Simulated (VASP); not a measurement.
# TiO2 in VASP: single point with PBE

Aim: the single point of TiO2 with PBE.

Everything below comes from runs of VASP 6.6.1. Logs are shortened: lines on timing, memory, paths and dates and some standing lists are left out, and cuts for length are marked.

## 1. The cell of the first run

The cell holds a slab with vacuum, 24 atoms: a = 3.799 Å, b = 5.543 Å, c = 27.957 Å, α = 90.00°, β = 90.00°, γ = 110.04°.

## 2. Single point, PBE

File INCAR:

```
PREC = Accurate
ENCUT = 520
EDIFF = 1E-6
ISMEAR = 0
SIGMA = 0.05
LREAL = False
LASPH = True
NELM = 120
ALGO = Normal
ISIF = 2
LWAVE = False
LCHARG = True
LDIPOL = True
IDIPOL = 3
DIPOL = 0.5 0.5 0.500
GGA = PE
LVHAR = True
LVACPOTAV = True
ISYM = 0
NBANDS = 114
GGA_COMPAT = False
NELMDL = -8
KPAR = 4
```

File KPOINTS:

```
Automatic mesh
0
Gamma
  8 5 1
```

File POSCAR:

```
TiO2
1.0
    3.7991999862      0.0000000000      0.0000000000
   -1.8995999931      5.2076915665      0.0000000000
    0.0000000000      0.0000000000     27.9574711214
O Ti
16 8
Direct
    0.3120637019      0.6241274039      0.2682646069
    0.5953276519      0.1906553037      0.2998968399
    0.9540478975      0.9080957949      0.3205163636
    0.2373118474      0.4746236948      0.3521485966
    0.4451195016      0.8902390032      0.3947935390
    0.7283834515      0.4567669031      0.4264257721
    0.0871036972      0.1742073943      0.4470452958
    0.3703676471      0.7407352942      0.4786775288
    0.5781753013      0.1563506026      0.5213224712
    0.8614392512      0.7228785025      0.5529547042
    0.2201594969      0.4403189937      0.5735742279
    0.5034234468      0.0068468936      0.6052064610
    0.7112311010      0.4224622020      0.6478514034
    0.9944950509      0.9889901019      0.6794836364
    0.3532152966      0.7064305931      0.7001031601
    0.6364792465      0.2729584930      0.7317353931
    0.1330557997      0.2661115994      0.2943904852
    0.4163197496      0.8326394992      0.3260227183
    0.2661115994      0.5322231988      0.4209194174
    0.5493755493      0.0987510986      0.4525516504
    0.3991673991      0.7983347982      0.5474483496
    0.6824313490      0.3648626980      0.5790805826
    0.5322231988      0.0644463976      0.6739772817
    0.8154871487      0.6309742974      0.7056095148
```

Potentials or basis: VASP PAW PBE potentials, release 64 (O, Ti_sv).

On the command line:

```sh
cat potpaw_PBE.64/O/POTCAR potpaw_PBE.64/Ti_sv/POTCAR > POTCAR
mpirun -np 4 vasp_std > vasp.out
```

OUTCAR:

```text
PREC = Accurate
   ENCUT = 520
   EDIFF = 1E-6
   ISMEAR = 0
   LREAL = False
   LASPH = True
   NELM = 120
   ISIF = 2
   GGA = PE
   ISYM = 0
   NELMDL = -8

 ion  position               nearest neighbor table
   1  0.312  0.624  0.268-  18 1.95  17 2.00
   2  0.595  0.191  0.300-  17 1.95  17 1.95  18 2.00
   3  0.954  0.908  0.321-  18 1.95  18 1.95  17 2.00
   4  0.237  0.475  0.352-  17 1.95  19 1.95  18 2.00
   5  0.445  0.890  0.395-  18 1.95  20 1.95  19 2.00
   6  0.728  0.457  0.426-  19 1.95  19 1.95  20 2.00
   7  0.087  0.174  0.447-  20 1.95  20 1.95  19 2.00
   8  0.370  0.741  0.479-  19 1.95  21 1.95  20 2.00
   9  0.578  0.156  0.521-  22 1.95  20 1.95  21 2.00
  10  0.861  0.723  0.553-  21 1.95  21 1.95  22 2.00
  11  0.220  0.440  0.574-  22 1.95  22 1.95  21 2.00
  12  0.503  0.007  0.605-  23 1.95  21 1.95  22 2.00
  13  0.711  0.422  0.648-  24 1.95  22 1.95  23 2.00
  14  0.994  0.989  0.679-  23 1.95  23 1.95  24 2.00
  15  0.353  0.706  0.700-  24 1.95  24 1.95  23 2.00
  16  0.636  0.273  0.732-  23 1.95  24 2.00
  17  0.133  0.266  0.294-   2 1.95   4 1.95   2 1.95   1 2.00   3 2.00
  18  0.416  0.833  0.326-   5 1.95   3 1.95   1 1.95   3 1.95   4 2.00   2 2.00
  19  0.266  0.532  0.421-   6 1.95   8 1.95   6 1.95   4 1.95   5 2.00   7 2.00
  20  0.549  0.099  0.453-   7 1.95   7 1.95   5 1.95   9 1.95   6 2.00   8 2.00
  21  0.399  0.798  0.547-  10 1.95  10 1.95  12 1.95   8 1.95  11 2.00   9 2.00
  22  0.682  0.365  0.579-  11 1.95   9 1.95  11 1.95  13 1.95  12 2.00  10 2.00
  23  0.532  0.064  0.674-  12 1.95  14 1.95  16 1.95  14 1.95  13 2.00  15 2.00
  24  0.815  0.631  0.706-  15 1.95  13 1.95  15 1.95  16 2.00  14 2.00

IMPORTANT INFORMATION: All symmetrisations will be switched off!
NOSYMM: (Re-)initialisation of all symmetry stuff for point group C_1.

----------------------------------------------------------------------------------------

                                     Primitive cell

  volume of cell :     553.1403

  direct lattice vectors                    reciprocal lattice vectors
     3.799199986  0.000000000  0.000000000     0.263213309  0.096011831  0.000000000
    -1.899599993  5.207691567  0.000000000     0.000000000  0.192023661  0.000000000
     0.000000000  0.000000000 27.957471121     0.000000000  0.000000000  0.035768614

  length of vectors
     3.799199986  5.543332173 27.957471121     0.280177654  0.192023661  0.035768614

  position of ions in fractional coordinates (direct lattice)
     0.312063702  0.624127404  0.268264607
     0.595327652  0.190655304  0.299896840
     0.954047897  0.908095795  0.320516364
     0.237311847  0.474623695  0.352148597
     0.445119502  0.890239003  0.394793539
     0.728383452  0.456766903  0.426425772
[... 16 lines left out ...]
     0.532223199  0.064446398  0.673977282
     0.815487149  0.630974297  0.705609515

  ion indices of the primitive-cell ions
   primitive index   ion index
                 1           1
                 2           2
                 3           3
                 4           4
                 5           5
                 6           6
[... 16 lines left out ...]
                23          23
                24          24

----------------------------------------------------------------------------------------

 KPOINTS: Automatic mesh

Automatic generation of k-mesh.
 Grid dimensions read from file:
 generate k-points for:    8    5    1

 Generating k-lattice:

  Cartesian coordinates                     Fractional coordinates (reciprocal lattice)
     0.032901664  0.012001479  0.000000000     0.125000000  0.000000000  0.000000000
     0.000000000  0.038404732  0.000000000     0.000000000  0.200000000  0.000000000
     0.000000000  0.000000000  0.035768614     0.000000000  0.000000000  1.000000000

  Length of vectors
     0.035022207  0.038404732  0.035768614

  Shift w.r.t. Gamma in fractional coordinates (k-lattice)
     0.000000000  0.000000000  0.000000000

 -----------------------------------------------------------------------------
|                                                                             |
|           W    W    AA    RRRRR   N    N  II  N    N   GGGG   !!!           |
|           W    W   A  A   R    R  NN   N  II  NN   N  G    G  !!!           |
|           W    W  A    A  R    R  N N  N  II  N N  N  G       !!!           |
|           W WW W  AAAAAA  RRRRR   N  N N  II  N  N N  G  GGG   !            |
|           WW  WW  A    A  R   R   N   NN  II  N   NN  G    G                |
|           W    W  A    A  R    R  N    N  II  N    N   GGGG   !!!           |
|                                                                             |
|     Your reciprocal lattice and k-lattice belong to different lattice       |
|     classes:                                                                |
|                                                                             |
|        The reciprocal lattice is base centered orthorhombic,                |
|        whereas your k-lattice is simple monoclinic.                         |
|                                                                             |
|     Results are often still useful ...                                      |
|                                                                             |
 -----------------------------------------------------------------------------

 WARNING: IBZKPT: internal override: KBLOWUP is changed to .FALSE.
      ... skipping the blow-up phase ...

 Subroutine IBZKPT returns following result:
 ===========================================

 Found     21 irreducible k-points:

 Following reciprocal coordinates:
            Coordinates               Weight
  0.000000  0.000000  0.000000      1.000000
  0.125000  0.000000  0.000000      2.000000
  0.250000  0.000000  0.000000      2.000000
  0.375000  0.000000  0.000000      2.000000
  0.500000  0.000000  0.000000      1.000000
  0.000000  0.200000  0.000000      2.000000
[... 13 lines left out ...]
 -0.250000  0.400000  0.000000      2.000000
 -0.125000  0.400000  0.000000      2.000000
   k-points           NKPTS =     21   k-points in BZ     NKDIM =     21   number of bands    NBANDS=    114
   number of dos      NEDOS =    301   number of ions     NIONS =     24
   total plane-waves  NPLWV = 246960
   dimension x,y,z NGX =    28 NGY =   42 NGZ =  210
   dimension x,y,z NGXF=    56 NGYF=   84 NGZF=  420
   ions per type =              16   8
   NGX,Y,Z   is equivalent  to a cutoff of  12.25, 12.60, 12.49 a.u.
   NGXF,Y,Z  is equivalent  to a cutoff of  24.50, 25.19, 24.97 a.u.
 SYSTEM =  unknown system
   PREC   = accura    normal or accurate (medium, high low for compatibility)
   ISTART =      0    job   : 0-new  1-cont  2-samecut
   ICHARG =      2    charge: 1-file 2-atom 10-const
   ISPIN  =      1    spin polarized calculation?
   LNONCOLLINEAR =      F non collinear calculations
   LSORBIT =      F    spin-orbit coupling
   LASPH  =      T    aspherical Exc in radial PAW
   ENCUT  =  520.0 eV  38.22 Ry    6.18 a.u.   7.06 10.31 51.98*2*pi/ulx,y,z
   NELM   =    120;   NELMIN=  2; NELMDL= -8     # of ELM steps
   EDIFF  = 0.1E-05   stopping-criterion for ELM
   LREAL  =      F    real-space projection
   EDIFFG = 0.1E-04   stopping-criterion for IOM
   NSW    =      0    number of steps for IOM
   IBRION =     -1    ionic relax: 0-MD 1-quasi-New 2-CG
   NFREE  =      0    steps in history (QN), initial steepest desc. (CG)
   ISIF   =      2    stress and relaxation
   ISYM   =      0    0-nonsym 1-usesym 2-fastsym
   POTIM  = 0.5000    time-step for ionic-motion
   TEBEG  =    0.0;   TEEND  =   0.0 temperature during run
   PSTRESS=    0.0 pullay stress
   NELECT =     192.0000    total number of electrons
   NUPDOWN=      -1.0000    fix difference up-down
   EMIN   =  10.00;   EMAX   =-10.00  energy-range for DOS
   EFERMI =   0.00;   METHOD = LEGACY
   ISMEAR =     0;   SIGMA  =   0.05  broadening in eV -4-tet -1-fermi 0-gaus
   EFERMI_NEDOS =   21; number of points for ismear=-14 and -15
   IALGO  =     38    algorithm
   IMIX   =      4    mixing-type and parameters
     AMIX     =   0.40;   BMIX     =  1.00
     AMIX_MAG =   1.60;   BMIX_MAG =  1.00
  volume/ion in A,a.u.               =      23.05       155.53
  Fermi-wavevector in a.u.,A,eV,Ry     =   1.150527  2.174181 18.010200  1.323712
  Thomas-Fermi vector in A             =   2.287190
   LORBIT       =      0    0 simple, 1 ext, 2 COOP (PROOUT), +10 PAW based schemes
   GGA     = PE    functional components
   LHFCALC =     F    Hartree Fock is set to
   AEXX    =    0.0000 exact exchange contribution
   IVDW    =     0    specifies the selected vdW correction
   LEPSILON=     F    determine dielectric tensor
   LRPA    =     F    only Hartree local field effects (RPA)
 non-spin polarized calculation
 Gauss-broadening in eV      SIGMA  =   0.05
  energy-cutoff  :      520.00
  volume of cell :      553.14
 maximum number of plane-waves:     14935
   NGX = 15   NGY = 21   NGZ =103

 dipolmoment           0.000000      0.000000     -0.000001 electrons x Angstroem

 number of electron     191.9999962 magnetization

 dipolmoment           0.000000      0.000000      0.000001 electrons x Angstroem

 Free energy of the ion-electron system (eV)
  ---------------------------------------------------
  ext. energy  EPLUGINS =         0.00000000
  ---------------------------------------------------
  free energy    TOTEN  =      -212.58163388 eV

  energy without entropy =     -212.58163388  energy(sigma->0) =     -212.58163388

 E-fermi :  -1.2717     XC(G=0):  -5.8212

 val. band max:       -1.5973439694   @ k =   0.5000   0.0000   0.0000
 cond. band min:       0.2661476815   @ k =   0.0000   0.0000   0.0000
 fundamental gap:      1.8634916509
 Fermi energy:        -1.2716929337

 k-point     1 :       0.0000    0.0000    0.0000
  band No.  band energies     occupation
      1     -58.4990      2.00000
      2     -58.4990      2.00000
      3     -58.2899      2.00000
      4     -58.2875      2.00000
      5     -58.2366      2.00000
      6     -58.2262      2.00000
[... 100 lines left out ...]
    107       1.6204      0.00000
    108       1.6383      0.00000
[... 2218 lines left out ...]
    107       1.5020      0.00000
    108       1.5905      0.00000
 [bands above 108 left out]

------------------------ aborting loop because EDIFF is reached ----------------------------------------

  FORCE on cell =-STRESS in cart. coord.  units (eV):
  Direction    XX          YY          ZZ          XY          YZ          ZX
  --------------------------------------------------------------------------------------
  -------------------------------------------------------------------------------------
  Total        0.7061746    -12.0275906     -2.3897363     -0.0013430     -3.2610122      0.0001682
  in kB        2.0454431    -34.8380570     -6.9218991     -0.0038899     -9.4455601      0.0004871
  external PRESSURE =     -13.2381710 kB  Pullay stress =       0.0000000 kB

 VOLUME and BASIS-vectors are now :
 -----------------------------------------------------------------------------
  energy-cutoff  :      520.00
  volume of cell :      553.14
      direct lattice vectors                 reciprocal lattice vectors
     3.799199986  0.000000000  0.000000000     0.263213309  0.096011831  0.000000000
    -1.899599993  5.207691567  0.000000000     0.000000000  0.192023661  0.000000000
     0.000000000  0.000000000 27.957471121     0.000000000  0.000000000  0.035768614

 POSITION                                       TOTAL-FORCE (eV/Angst)
 -----------------------------------------------------------------------------------
     -0.00000      3.25026      7.50000        -0.000105     -1.837351      1.036060
      1.89960      0.99287      8.38436        -0.000424      0.340207     -1.126599
      1.89960      4.72908      8.96083        -0.000471      0.374054     -0.150391
      0.00000      2.47169      9.84518        -0.000277     -1.069296     -0.329612
     -0.00000      4.63609     11.03743        -0.000047     -0.077384      0.313138
      1.89960      2.37870     11.92179         0.000310      0.036005     -0.028475
[... 16 lines left out ...]
      1.89960      0.33562     18.84270         0.000360      1.462942      1.689168
      1.89960      3.28592     19.72706         0.000358     -3.709662     -1.681222
 -----------------------------------------------------------------------------------
    total drift:                               -0.000079      0.001351      0.000047

  FREE ENERGIE OF THE ION-ELECTRON SYSTEM (eV)
  ---------------------------------------------------
  free  energy   TOTEN  =      -212.5816338813 eV

  energy  without entropy=     -212.5816338813  energy(sigma->0) =     -212.58163388

 vacuum level on the upper side and lower side of the slab         5.118         5.118
```

Wall time 20 min (4 MPI ranks of Intel Xeon Platinum 8559C (Emerald Rapids), shared host); peak memory 1.1 GiB.

Results:

- Free energy: -212.5816 eV
- Largest force: 4.073 eV/Å
- Band gap on the k mesh: 1.86 eV (least direct gap 2.13 eV)

Forces in eV/Å, atoms in the order of the input:
```
O    0.000 -1.837  1.036
O    0.000  0.340 -1.127
O    0.000  0.374 -0.150
O    0.000 -1.069 -0.330
O    0.000 -0.077  0.313
O    0.000  0.036 -0.028
O    0.000  0.015  0.001
O    0.000 -0.055  0.027
O    0.000  0.056 -0.027
O    0.000 -0.016 -0.001
O    0.000 -0.036  0.028
O    0.000  0.077 -0.313
O    0.000  1.069  0.329
O    0.001 -0.374  0.150
O    0.000 -0.340  1.127
O    0.000  1.837 -1.036
Ti   0.000  3.710  1.681
Ti   0.000 -1.463 -1.689
Ti   0.000  0.104  0.213
Ti   0.000 -0.076 -0.074
Ti   0.000  0.077  0.073
Ti   0.000 -0.105 -0.213
Ti   0.000  1.463  1.689
Ti   0.000 -3.710 -1.681
```
